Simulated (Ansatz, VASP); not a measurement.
## GaN: VASP beside Ansatz

```
Ga N
1.0
     0.00000    2.25350    2.16336
     2.25350    0.00000    2.16336
     2.25350    2.25350    0.00000
Ga N
1 1
Direct
  0.00000 0.00000 0.00000
  0.75000 0.75000 0.75000
```

Change from the starting cell: strain +0.000 along x and y, -0.040 along z, atoms carried along.

Alike in both runs: task single point; functional r2SCAN; k mesh 10 × 10 × 10; occupations gaussian, width 0.05 eV; no spin polarisation.

|  | VASP | Ansatz |
| --- | --- | --- |
| version | VASP 6.6.1 | Ansatz 0.2.0 |
| potentials or method | VASP PAW PBE potentials, release 64 (Ga_d, N), cutoff 520 eV | scalar-relativistic, plane waves, PAW |
| valence electrons in the cell | 18 | 18 |

VASP gave:

```
gap on the k mesh at the Fermi level (eV)                     : 2.27
least direct gap on the mesh (eV)                             : 2.27
pressure (GPa)                                                : 8.4
traceless stress, the component that is largest in VASP (GPa) : 3.06
```

Problem. Estimate Ansatz's values.

Solution. gap on the k mesh at the Fermi level (eV): 2.28; least direct gap on the mesh (eV): 2.28; pressure (GPa): 7.2; traceless stress, the component that is largest in VASP (GPa): 3.14.

VASP's potentials were made for PBE, not for r2SCAN.
